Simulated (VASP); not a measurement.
Cs: single point with PBE

The system is Cs.

```
CELL_PARAMETERS angstrom
-2.91084 2.91084 2.91084
2.91084 -2.91084 2.91084
2.91084 2.91084 -2.91084
ATOMIC_POSITIONS crystal
Cs 0.00000 0.00000 0.00000
```

This cell differs from its parent crystal: volume scaled by 0.840.

| Item | Value |
| --- | --- |
| Program | VASP 6.6.1 |
| Task | single point |
| Functional | PBE |
| Potentials or basis | VASP PAW PBE potentials, release 64 (Cs_sv) |
| Cutoff | 520 eV |
| k mesh | 12 × 12 × 12 |
| Occupations | gaussian, width 0.05 eV |
| Spin | no spin polarisation |

```
Pressure : 0.4 GPa
```

Levels at points of the mesh, in eV from the Fermi level:
| k point | band 2 | band 3 | band 4 | band 5 | band 6 | band 7 |
| --- | --- | --- | --- | --- | --- | --- |
| (0.00, 0.00, 0.00) | -10.50 | -10.50 | -10.50 | -1.84 | 2.58 | 2.58 |
| (0.50, 0.00, 0.00) | -10.73 | -10.57 | -10.50 | -0.04 | 1.06 | 1.61 |
| (0.50, 0.50, 0.50) | -10.66 | -10.66 | -10.66 | 0.50 | 0.50 | 3.44 |

It took 18 s on 1 thread of Intel(R) Xeon(R) 6975P-C (Granite Rapids), on a shared host, peak memory 0.26 GiB.

Caveat: spin-orbit coupling is left out, which moves the levels of the heavy elements.
